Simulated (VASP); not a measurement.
# Ga5As2P3 (P1) in VASP: single point with PBE

Aim: the single point of Ga5As2P3 with PBE.

Everything below comes from runs of VASP 6.6.1. Logs are shortened: lines on timing, memory, paths and dates and some standing lists are left out, and cuts for length are marked.

## 1. The cell of the first run

The typed cell holds 10 atoms: a = 3.981 Å, b = 3.982 Å, c = 14.151 Å, α = 98.09°, β = 98.10°, γ = 90.01°.

## 2. Single point, PBE

Contents of INCAR:

```
SYSTEM = Ga5As2P3
PREC = Accurate ; ENCUT = 520
EDIFF = 1E-6 ; ISMEAR = 0
SIGMA = 0.1 ; LREAL = .FALSE.
LASPH = .TRUE. ; NELM = 80
ALGO = Normal ; ISIF = 2
LWAVE = .FALSE. ; LCHARG = .TRUE.
GGA = PE ; LELF = .TRUE.
LVHAR = .TRUE. ; NBANDS = 56
```

Contents of KPOINTS:

```
regular mesh
0
G
  4 4 4
  0 0 0
```

Contents of POSCAR:

```
Ga5As2P3
1.0
   -0.0001820163     -3.9810924530      0.0000920548
    3.9817477981      0.0001794882      0.0004087838
   -1.9921346687      1.9940956249     13.8671159101
Ga P As
5 3 2
Direct
    0.8953145564      0.8954549167      0.7908830903
    0.2983302807      0.2985106918      0.5968677745
    0.7016848044      0.7014295450      0.4031160270
    0.1045365824      0.1046824092      0.2091046880
    0.5000066123      0.4999194839     -0.0000015875
    0.2501410227      0.7500476753      0.5000085388
    0.6530942466      0.1529706677      0.3060852080
    0.8469151863      0.3469723044      0.6939236558
    0.0523086345      0.5523244203      0.1045198479
    0.4476680735      0.9476878858      0.8954927571
```

Potentials or basis: VASP PAW PBE potentials, release 64 (Ga_d, P, As).

On the command line:

```bash
cat potpaw_PBE.64/Ga_d/POTCAR potpaw_PBE.64/P/POTCAR potpaw_PBE.64/As/POTCAR > POTCAR
mpirun -np 1 vasp_std > vasp.out
```

OUTCAR:

```text
SYSTEM = Ga5As2P3
   PREC = Accurate
   ENCUT = 520
   EDIFF = 1E-6
   ISMEAR = 0
   LREAL = .FALSE.
   LASPH = .TRUE.
   NELM = 80
   ISIF = 2
   GGA = PE

 ion  position               nearest neighbor table
   1  0.895  0.895  0.791-   8 2.40   8 2.40  10 2.46  10 2.46
   2  0.298  0.299  0.597-   6 2.40   6 2.40   8 2.40   8 2.40
   3  0.702  0.701  0.403-   6 2.40   6 2.40   7 2.40   7 2.40
   4  0.105  0.105  0.209-   7 2.40   7 2.40   9 2.46   9 2.46
   5  0.500  0.500  1.000-   9 2.46  10 2.46   9 2.46  10 2.46
   6  0.250  0.750  0.500-   3 2.40   2 2.40   2 2.40   3 2.40
   7  0.653  0.153  0.306-   4 2.40   4 2.40   3 2.40   3 2.40
   8  0.847  0.347  0.694-   1 2.40   1 2.40   2 2.40   2 2.40
   9  0.052  0.552  0.105-   5 2.46   5 2.46   4 2.46   4 2.46
  10  0.448  0.948  0.895-   5 2.46   5 2.46   1 2.46   1 2.46

  LATTYP: Found a base centered monoclinic cell.
 ALAT       =    28.0180604122
 B/A-ratio  =     0.1421136140
 C/A-ratio  =     0.9898877131
 COS(beta)  =    -0.9898537112

  Lattice vectors:

 A1 = (   1.9923166850,   1.9869968281, -13.8672079649)
 A2 = (  -1.9894311131,   1.9868173399, -13.8676167487)
 A3 = (  -0.0027035556,   0.0072782850,  27.7347326588)

Analysis of symmetry for initial positions (statically):
=====================================================================
 Subroutine PRICEL returns:
 Original cell was already a primitive cell.

 Routine SETGRP: Setting up the symmetry group for a
 base centered monoclinic supercell.

 Subroutine GETGRP returns: Found  1 space group operations
 (whereof  1 operations were pure point group operations)
 out of a pool of  4 trial point group operations.

The static configuration has the point symmetry C_1 .

Analysis of symmetry for dynamics (positions and initial velocities):
=====================================================================
 Subroutine PRICEL returns:
 Original cell was already a primitive cell.

 Routine SETGRP: Setting up the symmetry group for a
 base centered monoclinic supercell.

 Subroutine GETGRP returns: Found  1 space group operations
 (whereof  1 operations were pure point group operations)
 out of a pool of  4 trial point group operations.

The dynamic configuration has the point symmetry C_1 .

 Subroutine INISYM returns: Found  1 space group operations
 (whereof  1 operations are pure point group operations),
 and found     1 'primitive' translations

----------------------------------------------------------------------------------------

                                     Primitive cell

  volume of cell :     219.8214

  direct lattice vectors                    reciprocal lattice vectors
    -0.000182016 -3.981092453  0.000092055     0.000007614 -0.251186499  0.036121791
     3.981747798  0.000179488  0.000408784     0.251142288 -0.000010648  0.036080357
    -1.992134669  1.994095625 13.867115910    -0.000007403  0.000001668  0.072111745

  length of vectors
     3.981092458  3.981747823 14.150686258     0.253770450  0.253720794  0.072111745

  position of ions in fractional coordinates (direct lattice)
     0.895314556  0.895454917  0.790883090
     0.298330281  0.298510692  0.596867774
     0.701684804  0.701429545  0.403116027
     0.104536582  0.104682409  0.209104688
     0.500006612  0.499919484  0.999998412
     0.250141023  0.750047675  0.500008539
     0.653094247  0.152970668  0.306085208
     0.846915186  0.346972304  0.693923656
     0.052308635  0.552324420  0.104519848
     0.447668073  0.947687886  0.895492757

  ion indices of the primitive-cell ions
   primitive index   ion index
                 1           1
                 2           2
                 3           3
                 4           4
                 5           5
                 6           6
                 7           7
                 8           8
                 9           9
                10          10

----------------------------------------------------------------------------------------

 KPOINTS: regular mesh

Automatic generation of k-mesh.
 Grid dimensions read from file:
 generate k-points for:    4    4    4

 Generating k-lattice:

  Cartesian coordinates                     Fractional coordinates (reciprocal lattice)
     0.000001904 -0.062796625  0.009030448     0.250000000  0.000000000 -0.000000000
     0.062785572 -0.000002662  0.009020089     0.000000000  0.250000000  0.000000000
    -0.000001851  0.000000417  0.018027936     0.000000000  0.000000000  0.250000000

  Length of vectors
     0.063442612  0.063430198  0.018027936

  Shift w.r.t. Gamma in fractional coordinates (k-lattice)
     0.000000000  0.000000000  0.000000000

 Subroutine IBZKPT returns following result:
 ===========================================

 Found     36 irreducible k-points:

 Following reciprocal coordinates:
            Coordinates               Weight
  0.000000  0.000000  0.000000      1.000000
  0.250000  0.000000  0.000000      2.000000
  0.500000  0.000000  0.000000      1.000000
  0.000000  0.250000 -0.000000      2.000000
  0.250000  0.250000 -0.000000      2.000000
  0.500000  0.250000 -0.000000      2.000000
[... 16 lines left out ...]
  0.000000 -0.250000  0.250000      2.000000
  0.250000 -0.250000  0.250000      2.000000
 [... further k-points ...]
   k-points           NKPTS =     36   k-points in BZ     NKDIM =     36   number of bands    NBANDS=     56
   number of dos      NEDOS =    301   number of ions     NIONS =     10
   total plane-waves  NPLWV =  97200
   dimension x,y,z NGX =    30 NGY =   30 NGZ =  108
   dimension x,y,z NGXF=    60 NGYF=   60 NGZF=  216
   ions per type =               5   3   2
   NGX,Y,Z   is equivalent  to a cutoff of  12.53, 12.53, 12.69 a.u.
   NGXF,Y,Z  is equivalent  to a cutoff of  25.06, 25.05, 25.38 a.u.
 SYSTEM =  Ga5As2P3
   PREC   = accura    normal or accurate (medium, high low for compatibility)
   ISTART =      0    job   : 0-new  1-cont  2-samecut
   ICHARG =      2    charge: 1-file 2-atom 10-const
   ISPIN  =      1    spin polarized calculation?
   LNONCOLLINEAR =      F non collinear calculations
   LSORBIT =      F    spin-orbit coupling
   LASPH  =      T    aspherical Exc in radial PAW
   ENCUT  =  520.0 eV  38.22 Ry    6.18 a.u.   7.40  7.40 26.31*2*pi/ulx,y,z
   NELM   =     80;   NELMIN=  2; NELMDL= -5     # of ELM steps
   EDIFF  = 0.1E-05   stopping-criterion for ELM
   LREAL  =      F    real-space projection
   EDIFFG = 0.1E-04   stopping-criterion for IOM
   NSW    =      0    number of steps for IOM
   IBRION =     -1    ionic relax: 0-MD 1-quasi-New 2-CG
   NFREE  =      0    steps in history (QN), initial steepest desc. (CG)
   ISIF   =      2    stress and relaxation
   ISYM   =      2    0-nonsym 1-usesym 2-fastsym
   POTIM  = 0.5000    time-step for ionic-motion
   TEBEG  =    0.0;   TEEND  =   0.0 temperature during run
   PSTRESS=    0.0 pullay stress
   NELECT =      90.0000    total number of electrons
   NUPDOWN=      -1.0000    fix difference up-down
   EMIN   =  10.00;   EMAX   =-10.00  energy-range for DOS
   EFERMI =   0.00;   METHOD = LEGACY
   ISMEAR =     0;   SIGMA  =   0.10  broadening in eV -4-tet -1-fermi 0-gaus
   EFERMI_NEDOS =   21; number of points for ismear=-14 and -15
   IALGO  =     38    algorithm
   IMIX   =      4    mixing-type and parameters
     AMIX     =   0.40;   BMIX     =  1.00
     AMIX_MAG =   1.60;   BMIX_MAG =  1.00
  volume/ion in A,a.u.               =      21.98       148.34
  Fermi-wavevector in a.u.,A,eV,Ry     =   1.215623  2.297195 20.105872  1.477740
  Thomas-Fermi vector in A             =   2.351004
   LORBIT       =      0    0 simple, 1 ext, 2 COOP (PROOUT), +10 PAW based schemes
   GGA     = PE    functional components
   LHFCALC =     F    Hartree Fock is set to
   AEXX    =    0.0000 exact exchange contribution
   IVDW    =     0    specifies the selected vdW correction
   LEPSILON=     F    determine dielectric tensor
   LRPA    =     F    only Hartree local field effects (RPA)
 non-spin polarized calculation
 Gauss-broadening in eV      SIGMA  =   0.10
  energy-cutoff  :      520.00
  volume of cell :      219.82
 maximum number of plane-waves:      5987
 NGX is ok and might be reduce to    30
   NGX = 15   NGY = 15   NGZ = 53

 number of electron      89.9999966 magnetization

 Free energy of the ion-electron system (eV)
  ---------------------------------------------------
  ext. energy  EPLUGINS =         0.00000000
  ---------------------------------------------------
  free energy    TOTEN  =       -43.61302589 eV

  energy without entropy =      -43.61302589  energy(sigma->0) =      -43.61302589

 E-fermi :   4.4735     XC(G=0):  -9.5569

 val. band max:        4.0321321746   @ k =   0.0000   0.0000   0.0000
 cond. band min:       4.9656038415   @ k =   0.0000   0.0000   0.0000
 fundamental gap:      0.9334716669
 Fermi energy:         4.4735243583

 k-point     1 :       0.0000    0.0000    0.0000
  band No.  band energies     occupation
      1     -10.7313      2.00000
      2     -10.6988      2.00000
      3     -10.6544      2.00000
      4     -10.6528      2.00000
      5     -10.6477      2.00000
      6     -10.6477      2.00000
[... 48 lines left out ...]
     55       7.8253      0.00000
     56       7.8418      0.00000

 k-point     2 :       0.2500    0.0000    0.0000
  band No.  band energies     occupation
      1     -10.7219      2.00000
      2     -10.6959      2.00000
      3     -10.6780      2.00000
      4     -10.6619      2.00000
      5     -10.6434      2.00000
      6     -10.6425      2.00000
[... 48 lines left out ...]
     55       8.4967      0.00000
     56       8.9016      0.00000

 k-point     3 :       0.5000    0.0000    0.0000
  band No.  band energies     occupation
      1     -10.7158      2.00000
      2     -10.7064      2.00000
      3     -10.6907      2.00000
      4     -10.6729      2.00000
      5     -10.6551      2.00000
      6     -10.6329      2.00000
[... 1172 lines left out ...]
 k-point    23 :       0.0000   -0.2500    0.2500
  band No.  band energies     occupation
      1     -10.7219      2.00000
      2     -10.6959      2.00000
      3     -10.6779      2.00000
      4     -10.6620      2.00000
      5     -10.6434      2.00000
      6     -10.6425      2.00000
[... 48 lines left out ...]
     55       8.4945      0.00000
     56       8.8993      0.00000

 k-point    24 :       0.2500   -0.2500    0.2500
  band No.  band energies     occupation
      1     -10.7231      2.00000
      2     -10.6997      2.00000
      3     -10.6990      2.00000
      4     -10.6700      2.00000
      5     -10.6611      2.00000
      6     -10.6279      2.00000
[... 48 lines left out ...]
     55       9.1994      0.00000
     56       9.3681      0.00000

 [... further k-points ...]
[... 5 lines left out ...]
  --------------------------------------------------------------------------------------
  -------------------------------------------------------------------------------------
  Total        0.1407584      0.1646868      0.1437559     -0.0049519     -0.0192164     -0.0009925
  in kB        1.0259233      1.2003262      1.0477707     -0.0360923     -0.1400598     -0.0072341
  external PRESSURE =       1.0913401 kB  Pullay stress =       0.0000000 kB

 VOLUME and BASIS-vectors are now :
 -----------------------------------------------------------------------------
  energy-cutoff  :      520.00
  volume of cell :      219.82
      direct lattice vectors                 reciprocal lattice vectors
    -0.000182016 -3.981092453  0.000092055     0.000007614 -0.251186499  0.036121791
     3.981747798  0.000179488  0.000408784     0.251142288 -0.000010648  0.036080357
    -1.992134669  1.994095625 13.867115910    -0.000007403  0.000001668  0.072111745

 POSITION                                       TOTAL-FORCE (eV/Angst)
 -----------------------------------------------------------------------------------
      1.98977     -1.98707     10.96772        -0.001181      0.000677     -0.011709
     -0.00050      0.00258      8.27698        -0.001294     -0.001006      0.002190
      1.98973     -1.98949      5.59041         0.002076      0.000448     -0.000480
      0.00024      0.00082      2.89973        -0.001447     -0.001349      0.012424
     -0.00167      0.00361     13.86734         0.000586      0.000511     -0.000360
      1.99037      0.00136      6.93401         0.000074      0.000850     -0.001212
     -0.00079     -1.98964      4.24464        -0.000415      0.000520      0.003462
     -0.00099     -1.98784      9.62294         0.000325      0.000372     -0.004153
      1.99099      0.00028      1.44962         0.001412     -0.000229      0.001637
      1.98943      0.00366     12.41833        -0.000135     -0.000794     -0.001799
 -----------------------------------------------------------------------------------
    total drift:                               -0.000150     -0.000136     -0.000001

  FREE ENERGIE OF THE ION-ELECTRON SYSTEM (eV)
  ---------------------------------------------------
  free  energy   TOTEN  =       -43.6130258928 eV

  energy  without entropy=      -43.6130258927  energy(sigma->0) =      -43.61302589
```

Run time: 19 min. Hardware: 1 thread of Intel Xeon 8259CL, shared host; peak memory 0.52 GiB.

What came out:

```
Free energy            : -43.6130 eV
Pressure               : 0.1 GPa
Largest force          : 0.013 eV/Å
Band gap on the k mesh : 0.93 eV
```

Forces on the atoms (eV/Å):
```
Ga  -0.001  0.001 -0.012
Ga  -0.001 -0.001  0.002
Ga   0.002  0.000  0.000
Ga  -0.001 -0.001  0.012
Ga   0.001  0.001  0.000
P    0.000  0.001 -0.001
P    0.000  0.001  0.003
P    0.000  0.000 -0.004
As   0.001  0.000  0.002
As   0.000 -0.001 -0.002
```

A k mesh can miss the band edges.
